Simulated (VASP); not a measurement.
ZnS (Wurtzite-4H):

```
Zn S
1.0
     3.77104    0.00000    0.00000
    -1.88552    3.26581    0.00000
     0.00000    0.00000   12.35079
Zn S
4 4
Direct
  0.66667 0.33333 0.75000
  0.33333 0.66667 0.25000
  0.00000 0.00000 0.50000
  0.00000 0.00000 0.00000
  0.66667 0.33333 0.93750
  0.33333 0.66667 0.43750
  0.00000 0.00000 0.68750
  0.00000 0.00000 0.18750
```

Base run:

| Item | Value |
| --- | --- |
| Program | VASP 6.6.1 |
| Functional | PBE |
| Potentials or basis | VASP PAW PBE potentials, release 64 (Zn, S) |
| Cutoff | 520 eV |
| k mesh | 8 × 8 × 3 |
| Occupations | fermi-dirac, width 0.05 eV |
| Spin | no spin polarisation |

Its results: band gap on the k mesh 2.32 eV, direct; pressure 4.9 GPa; largest force 0.054 eV/Å.

Question: The run is repeated on the same cell with these changes: functional from PBE to r2SCAN. What comes out?

Answer: Band gap on the k mesh 2.89 eV, direct; pressure 2.4 GPa; largest force 0.057 eV/Å.

r2SCAN gives the wider gap, since meta-GGAs in the generalised Kohn-Sham scheme recover part of the derivative discontinuity.

Caveats: the PAW data sets were made with another functional, which shifts forces and pressure a little (some runs).

A k mesh can miss the band edges.
